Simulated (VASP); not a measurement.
# Ge (Fd-3m) in VASP: a series of runs

Runs on Ge. Level: r2SCAN. Tasks: single point.

Everything below comes from runs of VASP 6.6.1. Logs are shortened: lines on timing, memory, paths and dates and some standing lists are left out, and cuts for length are marked.

### 1 The cell of the first run

The structure is cubic, space group Fd-3m (No. 227). Conventional cell: a = 4.349 Å, b = 4.349 Å, c = 4.349 Å, α = 90.00°, β = 90.00°, γ = 90.00°. Ge (site symmetry -43m) has 4 Ge at 1.88 Å within 2.5 Å.

### 2 Single point, r2SCAN (10.28 Å³/atom)

Contents of POSCAR:

```
Ge
1.0
    0.0000000000      2.1745089094      2.1745089094
    2.1745089094      0.0000000000      2.1745089094
    2.1745089094      2.1745089094      0.0000000000
Ge
2
Direct
   -0.1250000000     -0.1250000000     -0.1250000000
    0.1250000000      0.1250000000      0.1250000000
```

Contents of INCAR.step1:

```
PREC     = Accurate       # precision mode
ENCUT    = 520            # plane-wave cutoff, eV
ISMEAR   = -1             # smearing method
SIGMA    = 0.08           # smearing width, eV
LREAL    = F              # projectors in reciprocal space
LASPH    = T              # aspherical terms in the spheres
NELM     = 100            # most SCF steps
NBANDS   = 21             # bands
GGA      = PE             # functional
ALGO     = Normal         # electronic algorithm
EDIFF    = 1E-4           # SCF threshold, eV
LWAVE    = T              # write WAVECAR
LCHARG   = F              # write CHGCAR
```

Contents of INCAR.step2:

```
PREC     = Accurate       # precision mode
ENCUT    = 520            # plane-wave cutoff, eV
EDIFF    = 1E-6           # SCF threshold, eV
ISMEAR   = -1             # smearing method
SIGMA    = 0.08           # smearing width, eV
LREAL    = F              # projectors in reciprocal space
LASPH    = T              # aspherical terms in the spheres
NELM     = 100            # most SCF steps
ALGO     = Normal         # electronic algorithm
ISIF     = 2              # what is computed and relaxed
LWAVE    = F              # write WAVECAR
LCHARG   = F              # write CHGCAR
METAGGA  = R2SCAN         # meta-GGA
LMIXTAU  = T            
NBANDS   = 21             # bands
ISTART   = 1
```

Contents of KPOINTS:

```
Automatic mesh
0
Gamma
  12 12 12
```

Potentials or basis: VASP PAW PBE potentials, release 64 (Ge_d).

Started as:

```
cat potpaw_PBE.64/Ge_d/POTCAR > POTCAR
cp INCAR.step1 INCAR
mpirun -np 1 vasp_std > vasp.out
cp INCAR.step2 INCAR
mpirun -np 1 vasp_std > vasp.out
```

OUTCAR:

```text
PREC = Accurate
   ENCUT = 520
   EDIFF = 1E-6
   ISMEAR = -1
   LREAL = F
   LASPH = T
   NELM = 100
   ISIF = 2
   METAGGA = R2SCAN
   ISTART = 1

 ion  position               nearest neighbor table
   1  0.875  0.875  0.875-   2 1.88   2 1.88   2 1.88   2 1.88
   2  0.125  0.125  0.125-   1 1.88   1 1.88   1 1.88   1 1.88

  LATTYP: Found a face centered cubic cell.
 ALAT       =     4.3490178188

  Lattice vectors:

 A1 = (   0.0000000000,   2.1745089094,   2.1745089094)
 A2 = (   2.1745089094,   0.0000000000,   2.1745089094)
 A3 = (   2.1745089094,   2.1745089094,   0.0000000000)

Analysis of symmetry for initial positions (statically):
=====================================================================
 Subroutine PRICEL returns:
 Original cell was already a primitive cell.

 Routine SETGRP: Setting up the symmetry group for a
 face centered cubic supercell.

 Subroutine GETGRP returns: Found 48 space group operations
 (whereof 12 operations were pure point group operations)
 out of a pool of 48 trial point group operations.

The static configuration has the point symmetry D_3d.
 The point group associated with its full space group is O_h .

Analysis of symmetry for dynamics (positions and initial velocities):
=====================================================================
 Subroutine PRICEL returns:
 Original cell was already a primitive cell.

 Routine SETGRP: Setting up the symmetry group for a
 face centered cubic supercell.

 Subroutine GETGRP returns: Found 48 space group operations
 (whereof 12 operations were pure point group operations)
 out of a pool of 48 trial point group operations.

The dynamic configuration has the point symmetry D_3d.
 The point group associated with its full space group is O_h .

 Subroutine INISYM returns: Found 48 space group operations
 (whereof 12 operations are pure point group operations),
 and found     1 'primitive' translations

----------------------------------------------------------------------------------------

                                     Primitive cell

  volume of cell :      20.5643

  direct lattice vectors                    reciprocal lattice vectors
     0.000000000  2.174508909  2.174508909    -0.229936975  0.229936975  0.229936975
     2.174508909  0.000000000  2.174508909     0.229936975 -0.229936975  0.229936975
     2.174508909  2.174508909  0.000000000     0.229936975  0.229936975 -0.229936975

  length of vectors
[... 77 lines left out ...]
   LNONCOLLINEAR =      F non collinear calculations
   LSORBIT =      F    spin-orbit coupling
   LASPH  =      T    aspherical Exc in radial PAW
   ENCUT  =  520.0 eV  38.22 Ry    6.18 a.u.   5.72  5.72  5.72*2*pi/ulx,y,z
   NELM   =    100;   NELMIN=  2; NELMDL=  0     # of ELM steps
   EDIFF  = 0.1E-05   stopping-criterion for ELM
   LREAL  =      F    real-space projection
   EDIFFG = 0.1E-04   stopping-criterion for IOM
   NSW    =      0    number of steps for IOM
   IBRION =     -1    ionic relax: 0-MD 1-quasi-New 2-CG
   NFREE  =      0    steps in history (QN), initial steepest desc. (CG)
   ISIF   =      2    stress and relaxation
   ISYM   =      2    0-nonsym 1-usesym 2-fastsym
   POTIM  = 0.5000    time-step for ionic-motion
   TEBEG  =    0.0;   TEEND  =   0.0 temperature during run
   PSTRESS=    0.0 pullay stress
   NELECT =      28.0000    total number of electrons
   NUPDOWN=      -1.0000    fix difference up-down
   EMIN   =  10.00;   EMAX   =-10.00  energy-range for DOS
   EFERMI =   0.00;   METHOD = LEGACY
   ISMEAR =    -1;   SIGMA  =   0.08  broadening in eV -4-tet -1-fermi 0-gaus
   EFERMI_NEDOS =   21; number of points for ismear=-14 and -15
   IALGO  =     38    algorithm
   IMIX   =      4    mixing-type and parameters
     AMIX     =   0.40;   BMIX     =  1.00
     AMIX_MAG =   1.60;   BMIX_MAG =  1.00
  volume/ion in A,a.u.               =      10.28        69.39
  Fermi-wavevector in a.u.,A,eV,Ry     =   1.814497  3.428903 44.795826  3.292400
  Thomas-Fermi vector in A             =   2.872315
   LORBIT       =      0    0 simple, 1 ext, 2 COOP (PROOUT), +10 PAW based schemes
   METAGGA = R2SCAN    functional components
   LHFCALC =     F    Hartree Fock is set to
   AEXX    =    0.0000 exact exchange contribution
   IVDW    =     0    specifies the selected vdW correction
   LEPSILON=     F    determine dielectric tensor
   LRPA    =     F    only Hartree local field effects (RPA)
 non-spin polarized calculation
  energy-cutoff  :      520.00
  volume of cell :       20.56
 maximum number of plane-waves:       568
   NGX = 11   NGY = 11   NGZ = 11

 number of electron      27.9999987 magnetization

 Free energy of the ion-electron system (eV)
  ---------------------------------------------------
  ext. energy  EPLUGINS =         0.00000000
  ---------------------------------------------------
  free energy    TOTEN  =       -14.74105681 eV

  energy without entropy =      -14.73567480  energy(sigma->0) =      -14.73836580

 E-fermi :  16.0600     XC(G=0): -15.6994

 val. band max:       15.9402535948   @ k =   0.3333   0.3333   0.0000
 cond. band min:      16.0717953882   @ k =  -0.1667   0.0833   0.0000
 fundamental gap:      0.1315417934
 Fermi energy:        16.0599654652

 k-point     1 :       0.0000    0.0000    0.0000
  band No.  band energies     occupation
      1     -12.7864      2.00000
      2     -12.7864      2.00000
      3     -12.7864      2.00000
      4     -12.6817      2.00000
      5     -12.6817      2.00000
      6     -11.3813      2.00000
[... 565 lines left out ...]
     20      30.1210      0.00000
     21      32.3442      0.00000

 [... further k-points ...]

------------------------ aborting loop because EDIFF is reached ----------------------------------------

  FORCE on cell =-STRESS in cart. coord.  units (eV):
  Direction    XX          YY          ZZ          XY          YZ          ZX
  --------------------------------------------------------------------------------------
  -------------------------------------------------------------------------------------
  Total       43.9161761     43.9161761     43.9161761      0.0000000      0.0000000      0.0000000
  in kB     3421.5392860   3421.5392860   3421.5392860      0.0000000      0.0000000      0.0000000
  external PRESSURE =    3421.5392860 kB  Pullay stress =       0.0000000 kB

 VOLUME and BASIS-vectors are now :
 -----------------------------------------------------------------------------
  energy-cutoff  :      520.00
  volume of cell :       20.56
      direct lattice vectors                 reciprocal lattice vectors
     0.000000000  2.174508909  2.174508909    -0.229936975  0.229936975  0.229936975
     2.174508909  0.000000000  2.174508909     0.229936975 -0.229936975  0.229936975
     2.174508909  2.174508909  0.000000000     0.229936975  0.229936975 -0.229936975

 POSITION                                       TOTAL-FORCE (eV/Angst)
 -----------------------------------------------------------------------------------
      3.80539      3.80539      3.80539        -0.000000      0.000000      0.000000
      0.54363      0.54363      0.54363         0.000000     -0.000000     -0.000000
 -----------------------------------------------------------------------------------
    total drift:                                0.000000      0.000000      0.000000

  FREE ENERGIE OF THE ION-ELECTRON SYSTEM (eV)
  ---------------------------------------------------
  free  energy   TOTEN  =       -14.7410568069 eV

  energy  without entropy=      -14.7356747976  energy(sigma->0) =      -14.73836580
```

OSZICAR.step1:

```text
N       E                     dE             d eps       ncg     rms          rms(c)
DAV:   1     0.165498985390E+03    0.16550E+03   -0.12898E+04  3761   0.427E+03
DAV:   2     0.198107761646E+02   -0.14569E+03   -0.14048E+03  3044   0.552E+02
DAV:   3     0.393248715020E+01   -0.15878E+02   -0.15781E+02  3294   0.124E+02
DAV:   4     0.362895250107E+01   -0.30353E+00   -0.30334E+00  3449   0.189E+01
DAV:   5     0.362591406314E+01   -0.30384E-02   -0.30383E-02  3397   0.191E+00    0.864E+00
DAV:   6     0.413264621602E+01    0.50673E+00   -0.12919E-01  4072   0.479E+00    0.504E+00
DAV:   7     0.439902955527E+01    0.26638E+00   -0.19673E-01  3456   0.300E+00    0.417E-01
DAV:   8     0.439911652932E+01    0.86974E-04   -0.12138E-02  4119   0.145E+00    0.185E-01
DAV:   9     0.439902282629E+01   -0.93703E-04   -0.99971E-04  3433   0.377E-01
   1 F= 0.43990228E+01 E0= 0.44019769E+01  d E =-.590811E-02
```

Wall time 73 s (1 thread of Intel Xeon Platinum 8488C (Sapphire Rapids), shared host); peak memory 0.15 GiB.

What came out:

| Item | Value |
| --- | --- |
| Free energy | -14.7411 eV |
| Pressure | 342.2 GPa |
| Band gap on the k mesh | zero (bands 14 and 15 overlap by 1.55 eV) |

Caveat: the cell stands under pressure; the PAW data sets were made with another functional, which shifts forces and pressure a little.

### 3 Single point, r2SCAN (12.57 Å³/atom)

This run uses another cell than the first one, of 12.57 Å³/atom.

Contents of POSCAR:

```
Ge
1.0
    0.0000000000      2.3249373260      2.3249373260
    2.3249373260      0.0000000000      2.3249373260
    2.3249373260      2.3249373260      0.0000000000
Ge
2
Direct
   -0.1250000000     -0.1250000000     -0.1250000000
    0.1250000000      0.1250000000      0.1250000000
```

Contents of INCAR.step1:

```
SYSTEM = Ge
PREC = Accurate
ENCUT = 520
ISMEAR = -1
SIGMA = 0.08
LREAL = .FALSE.
LASPH = .TRUE.
NELM = 60
NBANDS = 21
GGA = PE
ALGO = Normal
EDIFF = 1E-4
LWAVE = .TRUE.
LCHARG = .FALSE.
```

Contents of INCAR.step2:

```
SYSTEM = Ge
PREC = Accurate
ENCUT = 520
EDIFF = 1E-7
ISMEAR = -1
SIGMA = 0.08
LREAL = .FALSE.
LASPH = .TRUE.
NELM = 60
ALGO = Normal
ISIF = 2
LWAVE = .FALSE.
LCHARG = .FALSE.
METAGGA = R2SCAN
LMIXTAU = .TRUE.
NBANDS = 21
ISTART = 1
```

Contents of KPOINTS:

```
regular mesh
0
G
  12 12 12
  0 0 0
```

Potentials or basis: VASP PAW PBE potentials, release 64 (Ge_d).

Started as:

```
cat potpaw_PBE.64/Ge_d/POTCAR > POTCAR
cp INCAR.step1 INCAR
mpirun -np 1 vasp_std > vasp.out
cp INCAR.step2 INCAR
mpirun -np 1 vasp_std > vasp.out
```

OUTCAR:

```text
SYSTEM = Ge
   PREC = Accurate
   ENCUT = 520
   EDIFF = 1E-7
   ISMEAR = -1
   LREAL = .FALSE.
   LASPH = .TRUE.
   NELM = 60
   ISIF = 2
   METAGGA = R2SCAN
   ISTART = 1

 ion  position               nearest neighbor table
   1  0.875  0.875  0.875-   2 2.01   2 2.01   2 2.01   2 2.01
   2  0.125  0.125  0.125-   1 2.01   1 2.01   1 2.01   1 2.01

  LATTYP: Found a face centered cubic cell.
 ALAT       =     4.6498746520

  Lattice vectors:

 A1 = (   0.0000000000,   2.3249373260,   2.3249373260)
 A2 = (   2.3249373260,   0.0000000000,   2.3249373260)
 A3 = (   2.3249373260,   2.3249373260,   0.0000000000)

Analysis of symmetry for initial positions (statically):
=====================================================================
 Subroutine PRICEL returns:
 Original cell was already a primitive cell.

 Routine SETGRP: Setting up the symmetry group for a
 face centered cubic supercell.

 Subroutine GETGRP returns: Found 48 space group operations
[... 160 lines left out ...]
  ext. energy  EPLUGINS =         0.00000000
  ---------------------------------------------------
  free energy    TOTEN  =       -21.60190133 eV

  energy without entropy =      -21.59755299  energy(sigma->0) =      -21.59972716

 E-fermi :  12.4897     XC(G=0): -14.3015

 val. band max:       12.4237163143   @ k =   0.5000   0.5000   0.0000
 cond. band min:      12.5040423187   @ k =   0.3333   0.3333   0.0000
 fundamental gap:      0.0803260044
 Fermi energy:        12.4896994487

 k-point     1 :       0.0000    0.0000    0.0000
  band No.  band energies     occupation
      1     -15.0233      2.00000
      2     -15.0233      2.00000
      3     -15.0233      2.00000
      4     -14.9249      2.00000
      5     -14.9249      2.00000
      6     -14.0631      2.00000
[... 565 lines left out ...]
     20      25.2751      0.00000
     21      27.0255      0.00000

 [... further k-points ...]

------------------------ aborting loop because EDIFF is reached ----------------------------------------

  FORCE on cell =-STRESS in cart. coord.  units (eV):
  Direction    XX          YY          ZZ          XY          YZ          ZX
  --------------------------------------------------------------------------------------
  -------------------------------------------------------------------------------------
  Total       25.6213635     25.6213635     25.6213635      0.0000000      0.0000000      0.0000000
  in kB     1633.2364915   1633.2364915   1633.2364915      0.0000000      0.0000000      0.0000000
  external PRESSURE =    1633.2364915 kB  Pullay stress =       0.0000000 kB

 VOLUME and BASIS-vectors are now :
 -----------------------------------------------------------------------------
  energy-cutoff  :      520.00
  volume of cell :       25.13
      direct lattice vectors                 reciprocal lattice vectors
     0.000000000  2.324937326  2.324937326    -0.215059561  0.215059561  0.215059561
     2.324937326  0.000000000  2.324937326     0.215059561 -0.215059561  0.215059561
     2.324937326  2.324937326  0.000000000     0.215059561  0.215059561 -0.215059561

 POSITION                                       TOTAL-FORCE (eV/Angst)
 -----------------------------------------------------------------------------------
      4.06864      4.06864      4.06864        -0.000000     -0.000000     -0.000000
      0.58123      0.58123      0.58123         0.000000      0.000000      0.000000
 -----------------------------------------------------------------------------------
    total drift:                                0.000000      0.000000      0.000000

  FREE ENERGIE OF THE ION-ELECTRON SYSTEM (eV)
  ---------------------------------------------------
  free  energy   TOTEN  =       -21.6019013337 eV

  energy  without entropy=      -21.5975529896  energy(sigma->0) =      -21.59972716
```

OSZICAR.step1:

```text
N       E                     dE             d eps       ncg     rms          rms(c)
DAV:   1     0.171076718442E+03    0.17108E+03   -0.13371E+04  3617   0.417E+03
DAV:   2     0.161755480225E+02   -0.15490E+03   -0.14925E+03  3039   0.581E+02
DAV:   3    -0.254988476009E+01   -0.18725E+02   -0.18606E+02  3359   0.128E+02
DAV:   4    -0.297560540545E+01   -0.42572E+00   -0.42546E+00  3452   0.221E+01
DAV:   5    -0.298059732127E+01   -0.49919E-02   -0.49918E-02  3394   0.240E+00    0.684E+00
DAV:   6    -0.267084550165E+01    0.30975E+00   -0.89898E-02  4306   0.265E+00    0.400E+00
DAV:   7    -0.251686759004E+01    0.15398E+00   -0.14033E-01  3824   0.233E+00    0.255E-01
DAV:   8    -0.251761175405E+01   -0.74416E-03   -0.90668E-03  4045   0.988E-01    0.119E-01
DAV:   9    -0.251785450635E+01   -0.24275E-03   -0.62451E-04  2802   0.267E-01    0.346E-02
DAV:  10    -0.251785425484E+01    0.25151E-06   -0.15032E-05  2027   0.531E-02
   1 F= -.25178543E+01 E0= -.25157112E+01  d E =-.428609E-02
```

Wall time 63 s (1 thread of Intel Xeon Platinum 8488C (Sapphire Rapids), shared host); peak memory 0.16 GiB.

What came out:

```
Free energy            : -21.6019 eV
Pressure               : 163.3 GPa
Band gap on the k mesh : zero (bands 14 and 15 overlap by 0.68 eV)
```

Caveat: the cell stands under pressure; semilocal functionals underestimate gaps, and a narrow one can read as zero; the PAW data sets were made with another functional, which shifts forces and pressure a little.

The gap in the log of VASP goes by the Fermi energy; the results here count the filled bands.